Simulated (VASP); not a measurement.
# Sn (I4_1/amd) in VASP: further runs, part 3 of 3

VASP 6.6.1. Earlier steps stand in the parts before.

## Step 5: Single point, PBE

This run uses another cell than the first one, of 20.98 Å³/atom, 0.759 times its volume.

INCAR

```
PREC = Accurate ; ENCUT = 520
EDIFF = 1E-6 ; ISMEAR = -1
SIGMA = 0.05 ; LREAL = False
LASPH = True ; NELM = 60
ALGO = Normal ; ISIF = 2
LWAVE = False ; LCHARG = False
GGA = PE ; NBANDS = 21
```

KPOINTS

```
Automatic mesh
0
Gamma
  9 9 9
```

POSCAR

```
Sn
1.0
   -2.6975284197      2.6975284197      1.4418765977
    2.6975284197     -2.6975284197      1.4418765977
    2.6975284197      2.6975284197     -1.4418765977
Sn
2
Direct
    0.0000000000      0.0000000000      0.0000000000
    0.7500000000      0.2500000000      0.5000000000
```

Potentials or basis: VASP PAW PBE potentials, release 64 (Sn_d).

The run is started by

```bash
> cat potpaw_PBE.64/Sn_d/POTCAR > POTCAR
> mpirun -np 1 vasp_std > vasp.out
```

OUTCAR:

```text
PREC = Accurate
   ENCUT = 520
   EDIFF = 1E-6
   ISMEAR = -1
   LREAL = False
   LASPH = True
   NELM = 60
   ISIF = 2
   GGA = PE

 ion  position               nearest neighbor table
   1  0.000  0.000  0.000-   2 2.79   2 2.79   2 2.79   2 2.79   2 3.46   2 3.46   2 3.46   2 3.46

   2  0.750  0.250  0.500-   1 2.79   1 2.79   1 2.79   1 2.79   1 3.46   1 3.46   1 3.46   1 3.46

  LATTYP: Found a body centered tetragonal cell.
 ALAT       =     5.3950568394
 C/A-ratio  =     0.5345176671

  Lattice vectors:

 A1 = (  -2.6975284197,   2.6975284197,   1.4418765977)
 A2 = (   2.6975284197,  -2.6975284197,   1.4418765977)
 A3 = (   2.6975284197,   2.6975284197,  -1.4418765977)

Analysis of symmetry for initial positions (statically):
=====================================================================
 Subroutine PRICEL returns:
 Original cell was already a primitive cell.

 Routine SETGRP: Setting up the symmetry group for a
 body centered tetragonal supercell.

 Subroutine GETGRP returns: Found 16 space group operations
 (whereof  8 operations were pure point group operations)
 out of a pool of 16 trial point group operations.

The static configuration has the point symmetry D_2d.
 The point group associated with its full space group is D_4h.

Analysis of symmetry for dynamics (positions and initial velocities):
=====================================================================
 Subroutine PRICEL returns:
 Original cell was already a primitive cell.

 Routine SETGRP: Setting up the symmetry group for a
 body centered tetragonal supercell.

 Subroutine GETGRP returns: Found 16 space group operations
 (whereof  8 operations were pure point group operations)
 out of a pool of 16 trial point group operations.

The dynamic configuration has the point symmetry D_2d.
 The point group associated with its full space group is D_4h.

[... 98 lines left out ...]
   EDIFF  = 0.1E-05   stopping-criterion for ELM
   LREAL  =      F    real-space projection
[... 7 lines left out ...]
   TEBEG  =    0.0;   TEEND  =   0.0 temperature during run
   PSTRESS=    0.0 pullay stress
   NELECT =      28.0000    total number of electrons
   NUPDOWN=      -1.0000    fix difference up-down
   EMIN   =  10.00;   EMAX   =-10.00  energy-range for DOS
   EFERMI =   0.00;   METHOD = LEGACY
   ISMEAR =    -1;   SIGMA  =   0.05  broadening in eV -4-tet -1-fermi 0-gaus
   EFERMI_NEDOS =   21; number of points for ismear=-14 and -15
   IALGO  =     38    algorithm
   IMIX   =      4    mixing-type and parameters
     AMIX     =   0.40;   BMIX     =  1.00
     AMIX_MAG =   1.60;   BMIX_MAG =  1.00
  volume/ion in A,a.u.               =      20.98       141.61
  Fermi-wavevector in a.u.,A,eV,Ry     =   1.430499  2.703251 27.841962  2.046326
  Thomas-Fermi vector in A             =   2.550337
   LORBIT       =      0    0 simple, 1 ext, 2 COOP (PROOUT), +10 PAW based schemes
   GGA     = PE    functional components
   LHFCALC =     F    Hartree Fock is set to
   AEXX    =    0.0000 exact exchange contribution
   IVDW    =     0    specifies the selected vdW correction
   LEPSILON=     F    determine dielectric tensor
   LRPA    =     F    only Hartree local field effects (RPA)
 non-spin polarized calculation
  energy-cutoff  :      520.00
  volume of cell :       41.97
 maximum number of plane-waves:      1157
   NGX = 15   NGY = 15   NGZ = 15

 number of electron      28.0000014 magnetization

 Free energy of the ion-electron system (eV)
  ---------------------------------------------------
  ext. energy  EPLUGINS =         0.00000000
  ---------------------------------------------------
  free energy    TOTEN  =        -6.57412493 eV

  energy without entropy =       -6.56870672  energy(sigma->0) =       -6.57141583

 E-fermi :  11.6448     XC(G=0): -11.5770

 val. band max:       11.6235221319   @ k =   0.3333   0.3333  -0.0000
 cond. band min:      11.7371153040   @ k =  -0.3333  -0.4444   0.1111
 fundamental gap:      0.1135931720
 Fermi energy:        11.6447973248

 k-point     1 :       0.0000    0.0000    0.0000
  band No.  band energies     occupation
      1     -10.6302      2.00000
      2     -10.4925      2.00000
      3     -10.4144      2.00000
      4     -10.4101      2.00000
      5     -10.0245      2.00000
      6     -10.0245      2.00000
[... 565 lines left out ...]
     20      23.8016      0.00000
     21      25.1977      0.00000

 [... further k-points ...]
[... 5 lines left out ...]
  --------------------------------------------------------------------------------------
  -------------------------------------------------------------------------------------
  Total        7.8234660      7.8234660      7.8272167      0.0000000      0.0000000      0.0000000
  in kB      298.6686497    298.6686497    298.8118374      0.0000000      0.0000000      0.0000000
  external PRESSURE =     298.7163790 kB  Pullay stress =       0.0000000 kB

 VOLUME and BASIS-vectors are now :
 -----------------------------------------------------------------------------
  energy-cutoff  :      520.00
  volume of cell :       41.97
      direct lattice vectors                 reciprocal lattice vectors
    -2.697528420  2.697528420  1.441876598     0.000000000  0.185354859  0.346770314
     2.697528420 -2.697528420  1.441876598     0.185354859  0.000000000  0.346770314
     2.697528420  2.697528420 -1.441876598     0.185354859  0.185354859  0.000000000

 POSITION                                       TOTAL-FORCE (eV/Angst)
 -----------------------------------------------------------------------------------
      0.00000      0.00000      0.00000         0.000000     -0.000000      0.000000
     -0.00000      2.69753      0.72094        -0.000000      0.000000     -0.000000
 -----------------------------------------------------------------------------------
    total drift:                                0.000000      0.000000      0.000000

  FREE ENERGIE OF THE ION-ELECTRON SYSTEM (eV)
  ---------------------------------------------------
  free  energy   TOTEN  =        -6.5741249317 eV

  energy  without entropy=       -6.5687067218  energy(sigma->0) =       -6.57141583
```

OSZICAR:

```text
N       E                     dE             d eps       ncg     rms          rms(c)
DAV:   1     0.223041162809E+03    0.22304E+03   -0.14259E+04  3212   0.229E+03
DAV:   2     0.153084953434E+02   -0.20773E+03   -0.20311E+03  3180   0.464E+02
DAV:   3    -0.600559269637E+01   -0.21314E+02   -0.21160E+02  3580   0.133E+02
DAV:   4    -0.661753163413E+01   -0.61194E+00   -0.61161E+00  3632   0.247E+01
DAV:   5    -0.664136004343E+01   -0.23828E-01   -0.23828E-01  4296   0.455E+00    0.382E+00
DAV:   6    -0.659567993058E+01    0.45680E-01   -0.37201E-02  4333   0.310E+00    0.214E+00
DAV:   7    -0.657464003425E+01    0.21040E-01   -0.24139E-02  4310   0.257E+00    0.199E-01
DAV:   8    -0.657412942023E+01    0.51061E-03   -0.27715E-03  4208   0.727E-01    0.401E-02
DAV:   9    -0.657412888485E+01    0.53537E-06   -0.78865E-05  3929   0.841E-02    0.162E-02
DAV:  10    -0.657412442782E+01    0.44570E-05   -0.97313E-06  4422   0.440E-02    0.123E-03
DAV:  11    -0.657412493174E+01   -0.50392E-06   -0.47556E-07  2280   0.981E-03
   1 F= -.65741249E+01 E0= -.65714158E+01  d E =-.541821E-02
```

stdout:

```text
POSCAR found type information on POSCAR Sn
 POSCAR found :  1 types and       2 ions
 scaLAPACK will be used
 LDA part: xc-table for (Slater+PW92), standard interpolation
 POSCAR, INCAR and KPOINTS ok, starting setup
 FFT: planning ... GRIDC
 FFT: planning ... GRID_SOFT
 FFT: planning ... GRID
 WAVECAR not read
 entering main loop
```

Wall time 80 s (1 thread of Intel Xeon Platinum 8259CL at 2.50GHz (Skylake/Cascade Lake), shared host); peak memory 0.19 GiB.

Results:

```
Free energy            : -6.5741 eV
Pressure               : 29.9 GPa
Band gap on the k mesh : zero (band 14 reaches 13.33 eV, above the bottom of band 15 at 7.81 eV)
```

Levels at points of the mesh, in eV from the Fermi level:
| k point | band 12 | band 13 | band 14 | band 15 | band 16 | band 17 |
| --- | --- | --- | --- | --- | --- | --- |
| (0.00, 0.00, 0.00) | -3.06 | -2.91 | -2.91 | 2.42 | 7.28 | 7.28 |

Caveat: spin-orbit coupling is left out, which moves the levels of the heavy elements.

## Step 6: The runs side by side

```csv
task,level,cell,cutoff (eV),smearing,gap on the mesh (eV),pressure (GPa),relaxed volume (Å³/atom)
relaxation of cell and atoms,PBEsol,"relaxed from a = 4.455 Å, angles 97.4, 97.4, 137.9°, 2 atoms",600,fermi-dirac 0.05 eV,none,0.0,26.88
relaxation of cell and atoms,revPBE,"relaxed from a = 4.455 Å, angles 97.4, 97.4, 137.9°, 2 atoms",600,fermi-dirac 0.05 eV,none,0.0,29.04
single point,PBE,"a = 4.455 Å, angles 97.4, 97.4, 137.9°, 2 atoms",520,gaussian 0.1 eV,none,1.3,-
single point,PBE,"a = 4.078 Å, angles 97.2, 97.2, 138.6°, 2 atoms",520,fermi-dirac 0.05 eV,none,29.9,-
```

Alike in all rows: potentials or basis VASP PAW PBE potentials, release 64 (Sn_d); no spin polarisation; k mesh 9 × 9 × 9.

Caveats: spin-orbit coupling is left out, which moves the levels of the heavy elements; the PAW data sets were made with another functional, which shifts forces and pressure a little (some runs).

Absolute energies hang on the potentials; compare differences alone.
